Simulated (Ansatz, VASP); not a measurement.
## ZnCu in VASP and in Ansatz

```
CELL_PARAMETERS angstrom
1.56996 -2.27456 0.00000
1.56996 2.27456 0.00000
0.00000 0.00000 4.15586
ATOMIC_POSITIONS crystal
Zn 0.50000 0.50000 0.50000
Cu 0.00000 0.00000 0.00000
```

Alike in both runs: task single point; functional PBEsol; k mesh 18 × 18 × 10; occupations gaussian, width 0.1 eV; no spin polarisation.

|  | VASP | Ansatz |
| --- | --- | --- |
| version | VASP 6.6.1 | Ansatz 0.2.0 |
| potentials or method | VASP PAW PBE potentials, release 64 (Zn, Cu), cutoff 520 eV | scalar-relativistic, plane waves, PAW |
| valence electrons in the cell | 23 | 31 |

Ansatz gave:

* gap on the k mesh at the Fermi level (eV): none
* pressure (GPa): -15.0
* traceless stress, the component that is largest in VASP (GPa): -3.13

Question: Estimate VASP's values.

Answer: gap on the k mesh at the Fermi level (eV): none; pressure (GPa): -14.6; traceless stress, the component that is largest in VASP (GPa): -3.20.

VASP's potentials were made for PBE, not for PBEsol. A gap of «none» marks a metal or a gap that the smearing closes. VASP's potentials hold 23 valence electrons a cell and Ansatz's 31, so a difference there can come from the potentials and not from the codes.
